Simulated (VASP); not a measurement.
Input of a VASP 6.6.1 run:

File POSCAR:

```
Li
1.0
   -1.7500000000      1.7500000000      1.7500000000
    1.7500000000     -1.7500000000      1.7500000000
    1.7500000000      1.7500000000     -1.7500000000
Li
1
Direct
    0.0000000000      0.0000000000      0.0000000000
```

Contents of INCAR.step1:

```
PREC = Accurate
ENCUT = 520
ISMEAR = 0
SIGMA = 0.15
LREAL = False
LASPH = True
NELM = 100
NBANDS = 8
GGA = PE
ALGO = Normal
EDIFF = 1E-4
LWAVE = True
LCHARG = False
```

INCAR.step2

```
PREC = Accurate
ENCUT = 520
EDIFF = 1E-6
ISMEAR = 0
SIGMA = 0.15
LREAL = False
LASPH = True
NELM = 100
ALGO = Normal
ISIF = 2
LWAVE = False
LCHARG = True
METAGGA = R2SCAN
LMIXTAU = True
LELF = True
LVHAR = True
NBANDS = 8
ISTART = 1
```

The input KPOINTS:

```
regular mesh
0
Gamma
  20 20 20
```

Potentials or basis: VASP PAW PBE potentials, release 64 (Li_sv).

The run is started by

```bash
$ cat potpaw_PBE.64/Li_sv/POTCAR > POTCAR
$ cp INCAR.step1 INCAR
$ mpirun -np 1 vasp_std > vasp.out
$ cp INCAR.step2 INCAR
$ mpirun -np 1 vasp_std > vasp.out
```

**Question.** Estimate the band gap on the k mesh.

**Answer.** Zero (an odd number of electrons rules out a gap without spin polarisation).
